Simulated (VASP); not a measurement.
In: single point with HSE06

In:

```
In
1.0
    -1.88253    1.88253    1.88253
     1.88253   -1.88253    1.88253
     1.88253    1.88253   -1.88253
In
1
Direct
  0.00000 0.00000 0.00000
```

```yaml
Program: VASP 6.6.1
Task: single point
Functional: HSE06
Potentials_or_basis: VASP PAW PBE potentials, release 64 (In_d)
Cutoff: 520 eV
k_mesh: 6 × 6 × 6
Occupations: fermi-dirac, width 0.05 eV
Spin: no spin polarisation
Dipole_correction: no
Grid_for_exact_exchange_PRECFOCK: Normal
Further_INCAR_settings: ALGO = Normal; EDIFF = 1e-07; NBANDS = 12
Screening_parameter: 0.2079 1/Å
```

* Pressure: -0.5 GPa

Levels at points of the mesh, in eV from the Fermi level:
```
           k point  band 4  band 5  band 6  band 7  band 8  band 9
(0.00, 0.00, 0.00)  -16.35  -16.35  -10.54   12.04   12.04   12.04
(0.50, 0.00, 0.00)  -16.36  -16.18   -4.25   -3.44    6.61    8.06
(0.50, 0.50, 0.50)  -16.22  -16.22    1.40    1.56    1.56    1.56
```

Wall time 8.4 min on 1 thread of Intel(R) Xeon(R) 6975P-C (Granite Rapids) (shared host), peak memory 0.24 GiB.

Caveat: the k points lie up to 0.39 Å⁻¹ apart; the PAW data sets were made with another functional, which shifts forces and pressure a little; spin-orbit coupling is left out, which moves the levels of the heavy elements.
